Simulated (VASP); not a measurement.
Input of a VASP 6.6.1 run:

File INCAR:

```
SYSTEM = TiSi
PREC     = Accurate       ! precision mode
ENCUT    = 520            ! plane-wave cutoff, eV
EDIFF    = 1E-6           ! SCF threshold, eV
ISMEAR   = 0              ! smearing method
SIGMA    = 0.05           ! smearing width, eV
LREAL    = .FALSE.        ! projectors in reciprocal space
LASPH    = .TRUE.         ! aspherical terms in the spheres
NELM     = 60             ! most SCF steps
ALGO     = Normal         ! electronic algorithm
ISIF     = 2              ! what is computed and relaxed
LWAVE    = .FALSE.        ! write WAVECAR
LCHARG   = .TRUE.         ! write CHGCAR
GGA      = PS             ! functional
LELF     = .TRUE.         ! ELF
LVHAR    = .TRUE.       
NBANDS   = 15             ! bands
```

File KPOINTS:

```
regular mesh
0
G
  6 6 6
  0 0 0
```

POSCAR

```
TiSi
1.0
    0.0000000000      2.6100000000      2.6100000000
    2.6100000000      0.0000000000      2.6100000000
    2.6100000000      2.6100000000      0.0000000000
Ti Si
1 1
Direct
    0.0000000000      0.0000000000      0.0000000000
    0.5000000000      0.5000000000      0.5000000000
```

Potentials or basis: VASP PAW PBE potentials, release 64 (Ti_sv, Si).

Run with:

```bash
$ cat potpaw_PBE.64/Ti_sv/POTCAR potpaw_PBE.64/Si/POTCAR > POTCAR
$ mpirun -np 1 vasp_std > vasp.out
```

Q: Predict the pressure.

A: -10.7 GPa.

Q: Estimate the band gap on the k mesh.

A: Zero (band 8 reaches 7.65 eV, above the bottom of band 9 at 7.25 eV).

Caveat: the PAW data sets were made with another functional, which shifts forces and pressure a little.
